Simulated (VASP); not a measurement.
A run of VASP 6.6.1:

Contents of INCAR:

```
SYSTEM = Nb8H
PREC = Accurate
ENCUT = 520
EDIFF = 1E-7
ISMEAR = 0
SIGMA = 0.1
LREAL = .FALSE.
LASPH = .TRUE.
NELM = 100
ALGO = Fast
ISIF = 2
LWAVE = .FALSE.
LCHARG = .FALSE.
GGA = PE
NBANDS = 62
```

The input KPOINTS:

```
Automatic mesh
0
G
  6 6 6
  0 0 0
```

Contents of POSCAR:

```
Nb8H
1.0
    0.0000000000      3.9200422409      3.9200422409
    4.9381499538      0.0000000000      3.9200422409
    4.9381499538      3.9200422409      0.0000000000
Nb H
8 1
Direct
   -0.0118417357      0.0064664802      0.0064664802
   -0.0138504433      0.0084751878      0.5192256989
   -0.0138504433      0.5192256989      0.0084751878
   -0.0109612871      0.5097355269      0.5097355269
    0.4989087753      0.0064664802      0.0064664802
    0.4894186034      0.0093556364      0.5118071569
    0.4894186034      0.5118071569      0.0093556364
    0.4914902334      0.5097355269      0.5097355269
    0.1148415383      0.1351584618      0.1351584618
```

Potentials or basis: VASP PAW PBE potentials, release 64 (Nb_sv, H).

Launch:

```sh
$ cat potpaw_PBE.64/Nb_sv/POTCAR potpaw_PBE.64/H/POTCAR > POTCAR
$ mpirun -np 1 vasp_std > vasp.out
```

Hardware: 1 thread of AMD EPYC 7R13 (shared host).

Task: Estimate the wall time of this run.

Result: It took 38 min on 1 thread of AMD EPYC 7R13, on a shared host, peak memory 0.39 GiB. Counts: scf iterations 51, k points 30.
